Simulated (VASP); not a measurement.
A run of VASP 6.6.1 is set up as follows.

File INCAR:

```
SYSTEM = Ta3W
ALGO = Normal
EDIFF = 1E-7
ENCUT = 520
GGA = CA
ISIF = 2
ISMEAR = -1
LASPH = .True.
LCHARG = .False.
LREAL = .False.
LWAVE = .False.
NBANDS = 32
NELM = 80
PREC = Accurate
SIGMA = 0.1
```

File KPOINTS:

```
k-points
0
Gamma
  6 6 6
  0 0 0
```

POSCAR

```
Ta3W
1.0
    0.0000000000      3.1308795177      3.1308795177
    3.1308795177      0.0000000000      3.1308795177
    3.1308795177      3.1308795177      0.0000000000
Ta W
3 1
Direct
    0.2500000000      0.2500000000      0.2500000000
    0.7500000000      0.7500000000      0.7500000000
    0.5000000000      0.5000000000      0.5000000000
    0.0000000000      0.0000000000      0.0000000000
```

Potentials or basis: VASP PAW LDA potentials, release 64 (Ta_pv, W_sv).

The run is started by

```sh
$ cat potpaw_LDA.64/Ta_pv/POTCAR potpaw_LDA.64/W_sv/POTCAR > POTCAR
$ mpirun -np 1 vasp_std > vasp.out
```

(1) Estimate the pressure.

Results:

(1) 24.8 GPa.
